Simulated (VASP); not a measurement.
# Au (Cmcm) in VASP: a series of runs, part 2 of 3

VASP 6.6.1. The steps go on from the part before.

### 3 Single point, PBE

The input, INCAR:

```
PREC = Accurate ; ENCUT = 520
EDIFF = 1E-6 ; ISMEAR = 1
SIGMA = 0.1 ; LREAL = False
LASPH = True ; NELM = 60
ALGO = Normal ; ISIF = 2
LWAVE = False ; LCHARG = True
GGA = PE ; LELF = True
LVHAR = True ; NBANDS = 18
```

The input, KPOINTS:

```
Automatic mesh
0
Gamma
  6 6 4
```

The input, POSCAR:

```
Au
1.0
    1.4113099650     -2.5559330250      0.0000000000
    1.4113099650      2.5559330250      0.0000000000
    0.0000000000      0.0000000000      4.8931696100
Au
2
Direct
    0.6653279700      0.3346720300      0.2500000000
    0.3346720300      0.6653279700      0.7500000000
```

Potentials or basis: VASP PAW PBE potentials, release 64 (Au).

Started as:

```bash
cat potpaw_PBE.64/Au/POTCAR > POTCAR
mpirun -np 1 vasp_std > vasp.out
```

OUTCAR:

```text
PREC = Accurate
   ENCUT = 520
   EDIFF = 1E-6
   ISMEAR = 1
   LREAL = False
   LASPH = True
   NELM = 60
   ISIF = 2
   GGA = PE

 ion  position               nearest neighbor table
   1  0.665  0.335  0.250-   2 2.95   2 2.95   2 2.95   2 2.95   2 2.97   2 2.97
   2  0.335  0.665  0.750-   1 2.95   1 2.95   1 2.95   1 2.95   1 2.97   1 2.97

  LATTYP: Found a base centered orthorhombic cell.
 ALAT       =     2.8226199300
 B/A-ratio  =     1.8110359088
 C/A-ratio  =     1.7335559627

  Lattice vectors:

 A1 = (   1.4113099650,  -2.5559330250,   0.0000000000)
 A2 = (   1.4113099650,   2.5559330250,   0.0000000000)
 A3 = (   0.0000000000,   0.0000000000,   4.8931696100)

Analysis of symmetry for initial positions (statically):
=====================================================================
 Subroutine PRICEL returns:
 Original cell was already a primitive cell.

 Routine SETGRP: Setting up the symmetry group for a
 base centered orthorhombic supercell.

 Subroutine GETGRP returns: Found  8 space group operations
 (whereof  4 operations were pure point group operations)
 out of a pool of  8 trial point group operations.

The static configuration has the point symmetry C_2h.
 The point group associated with its full space group is D_2h.

Analysis of symmetry for dynamics (positions and initial velocities):
=====================================================================
 Subroutine PRICEL returns:
 Original cell was already a primitive cell.

 Routine SETGRP: Setting up the symmetry group for a
 base centered orthorhombic supercell.

 Subroutine GETGRP returns: Found  8 space group operations
 (whereof  4 operations were pure point group operations)
 out of a pool of  8 trial point group operations.

The dynamic configuration has the point symmetry C_2h.
 The point group associated with its full space group is D_2h.

 Subroutine INISYM returns: Found  8 space group operations
 (whereof  4 operations are pure point group operations),
 and found     1 'primitive' translations

----------------------------------------------------------------------------------------

                                     Primitive cell

  volume of cell :      35.3014

  direct lattice vectors                    reciprocal lattice vectors
     1.411309965 -2.555933025  0.000000000     0.354280783 -0.195623279  0.000000000
     1.411309965  2.555933025  0.000000000     0.354280783  0.195623279  0.000000000
     0.000000000  0.000000000  4.893169610     0.000000000  0.000000000  0.204366511

  length of vectors
     2.919689957  2.919689957  4.893169610     0.404701545  0.404701545  0.204366511

  position of ions in fractional coordinates (direct lattice)
     0.665327970  0.334672030  0.250000000
     0.334672030  0.665327970  0.750000000

  ion indices of the primitive-cell ions
   primitive index   ion index
                 1           1
                 2           2

----------------------------------------------------------------------------------------

 KPOINTS: Automatic mesh

Automatic generation of k-mesh.
 Grid dimensions read from file:
 generate k-points for:    6    6    4

 Generating k-lattice:

  Cartesian coordinates                     Fractional coordinates (reciprocal lattice)
     0.059046797 -0.032603880  0.000000000     0.166666667  0.000000000  0.000000000
     0.059046797  0.032603880  0.000000000     0.000000000  0.166666667  0.000000000
     0.000000000  0.000000000  0.051091628     0.000000000  0.000000000  0.250000000

  Length of vectors
     0.067450258  0.067450258  0.051091628

  Shift w.r.t. Gamma in fractional coordinates (k-lattice)
     0.000000000  0.000000000  0.000000000

 Subroutine IBZKPT returns following result:
 ===========================================

 Found     39 irreducible k-points:

 Following reciprocal coordinates:
            Coordinates               Weight
  0.000000  0.000000  0.000000      1.000000
  0.166667 -0.000000  0.000000      4.000000
  0.333333 -0.000000  0.000000      4.000000
  0.500000 -0.000000  0.000000      2.000000
  0.166667  0.166667  0.000000      2.000000
  0.333333  0.166667  0.000000      4.000000
[... 16 lines left out ...]
  0.333333  0.333333  0.250000      4.000000
  0.500000  0.333333  0.250000      8.000000
 [... further k-points ...]
   k-points           NKPTS =     39   k-points in BZ     NKDIM =     39   number of bands    NBANDS=     18
   number of dos      NEDOS =    301   number of ions     NIONS =      2
   total plane-waves  NPLWV =  20736
   dimension x,y,z NGX =    24 NGY =   24 NGZ =   36
   dimension x,y,z NGXF=    48 NGYF=   48 NGZF=   72
   ions per type =               2
   NGX,Y,Z   is equivalent  to a cutoff of  13.67, 13.67, 12.23 a.u.
   NGXF,Y,Z  is equivalent  to a cutoff of  27.33, 27.33, 24.46 a.u.
 SYSTEM =  unknown system
   PREC   = accura    normal or accurate (medium, high low for compatibility)
   ISTART =      0    job   : 0-new  1-cont  2-samecut
   ICHARG =      2    charge: 1-file 2-atom 10-const
   ISPIN  =      1    spin polarized calculation?
   LNONCOLLINEAR =      F non collinear calculations
   LSORBIT =      F    spin-orbit coupling
   LASPH  =      T    aspherical Exc in radial PAW
   ENCUT  =  520.0 eV  38.22 Ry    6.18 a.u.   5.43  5.43  9.10*2*pi/ulx,y,z
   NELM   =     60;   NELMIN=  2; NELMDL= -5     # of ELM steps
   EDIFF  = 0.1E-05   stopping-criterion for ELM
   LREAL  =      F    real-space projection
   EDIFFG = 0.1E-04   stopping-criterion for IOM
   NSW    =      0    number of steps for IOM
   IBRION =     -1    ionic relax: 0-MD 1-quasi-New 2-CG
   NFREE  =      0    steps in history (QN), initial steepest desc. (CG)
   ISIF   =      2    stress and relaxation
   ISYM   =      2    0-nonsym 1-usesym 2-fastsym
   POTIM  = 0.5000    time-step for ionic-motion
   TEBEG  =    0.0;   TEEND  =   0.0 temperature during run
   PSTRESS=    0.0 pullay stress
   NELECT =      22.0000    total number of electrons
   NUPDOWN=      -1.0000    fix difference up-down
   EMIN   =  10.00;   EMAX   =-10.00  energy-range for DOS
   EFERMI =   0.00;   METHOD = LEGACY
   ISMEAR =     1;   SIGMA  =   0.10  broadening in eV -4-tet -1-fermi 0-gaus
   EFERMI_NEDOS =   21; number of points for ismear=-14 and -15
   IALGO  =     38    algorithm
   IMIX   =      4    mixing-type and parameters
     AMIX     =   0.40;   BMIX     =  1.00
     AMIX_MAG =   1.60;   BMIX_MAG =  1.00
  volume/ion in A,a.u.               =      17.65       119.11
  Fermi-wavevector in a.u.,A,eV,Ry     =   1.398358  2.642513 26.604898  1.955405
  Thomas-Fermi vector in A             =   2.521524
   LORBIT       =      0    0 simple, 1 ext, 2 COOP (PROOUT), +10 PAW based schemes
   GGA     = PE    functional components
   LHFCALC =     F    Hartree Fock is set to
   AEXX    =    0.0000 exact exchange contribution
   IVDW    =     0    specifies the selected vdW correction
   LEPSILON=     F    determine dielectric tensor
   LRPA    =     F    only Hartree local field effects (RPA)
 non-spin polarized calculation
 Methfessel and Paxton  Order N= 1 SIGMA  =   0.10
  energy-cutoff  :      520.00
  volume of cell :       35.30
 maximum number of plane-waves:       963
 NGX is ok and might be reduce to    24
   NGX = 11   NGY = 11   NGZ = 19

 number of electron      21.9999996 magnetization

 Free energy of the ion-electron system (eV)
  ---------------------------------------------------
  ext. energy  EPLUGINS =         0.00000000
  ---------------------------------------------------
  free energy    TOTEN  =        -6.33346661 eV

  energy without entropy =       -6.33442637  energy(sigma->0) =       -6.33378653

 E-fermi :   9.1395     XC(G=0): -12.5066

 val. band max:        9.1258695263   @ k =   0.5000   0.5000   0.0000
 cond. band min:       9.2025816795   @ k =   0.5000   0.5000   0.5000
 fundamental gap:      0.0767121533
 Fermi energy:         9.1395005631

 k-point     1 :       0.0000    0.0000    0.0000
  band No.  band energies     occupation
      1      -0.5943      2.00000
      2       1.7767      2.00000
      3       4.1225      2.00000
      4       4.2040      2.00000
      5       4.5419      2.00000
      6       4.7867      2.00000
[... 10 lines left out ...]
     17      26.8074      0.00000
     18      27.7297      0.00000
[... 463 lines left out ...]
 k-point    24 :       0.5000    0.3333    0.2500
  band No.  band energies     occupation
      1       2.5141      2.00000
      2       2.9999      2.00000
      3       3.3405      2.00000
      4       3.7494      2.00000
      5       4.3036      2.00000
      6       5.0823      2.00000
[... 10 lines left out ...]
     17      21.8384      0.00000
     18      22.5830      0.00000

 [... further k-points ...]
[... 5 lines left out ...]
  --------------------------------------------------------------------------------------
  -------------------------------------------------------------------------------------
  Total        1.0020699      1.4784886     -0.4574803      0.0000000     -0.0000000      0.0000000
  in kB       45.4795800     67.1021453    -20.7630342      0.0000000     -0.0000000      0.0000000
  external PRESSURE =      30.6062304 kB  Pullay stress =       0.0000000 kB

 VOLUME and BASIS-vectors are now :
 -----------------------------------------------------------------------------
  energy-cutoff  :      520.00
  volume of cell :       35.30
      direct lattice vectors                 reciprocal lattice vectors
     1.411309965 -2.555933025  0.000000000     0.354280783 -0.195623279  0.000000000
     1.411309965  2.555933025  0.000000000     0.354280783  0.195623279  0.000000000
     0.000000000  0.000000000  4.893169610     0.000000000  0.000000000  0.204366511

 POSITION                                       TOTAL-FORCE (eV/Angst)
 -----------------------------------------------------------------------------------
      1.41131     -0.84513      1.22329         0.000000      0.026506     -0.000000
      1.41131      0.84513      3.66988         0.000000     -0.026506      0.000000
 -----------------------------------------------------------------------------------
    total drift:                                0.000000      0.000000     -0.000000

  FREE ENERGIE OF THE ION-ELECTRON SYSTEM (eV)
  ---------------------------------------------------
  free  energy   TOTEN  =        -6.3334666095 eV

  energy  without entropy=       -6.3344263666  energy(sigma->0) =       -6.33378653
```

Run time: 7.3 s. Hardware: 1 thread of Intel Xeon 6975P-C (Granite Rapids), shared host; peak memory 0.16 GiB.

What came out:

| Property | Result |
| --- | --- |
| Free energy | -6.3335 eV |
| Pressure | 3.1 GPa |
| Largest force | 0.027 eV/Å |
| Band gap on the k mesh | zero (band 11 reaches 12.91 eV, above the bottom of band 12 at 6.35 eV) |

Forces on the atoms (eV/Å):
```
Au   0.000  0.027  0.000
Au   0.000 -0.027  0.000
```

Caveat: the k points lie up to 0.42 Å⁻¹ apart; spin-orbit coupling is left out, which moves the levels of the heavy elements.

[end of part 2 of 3]
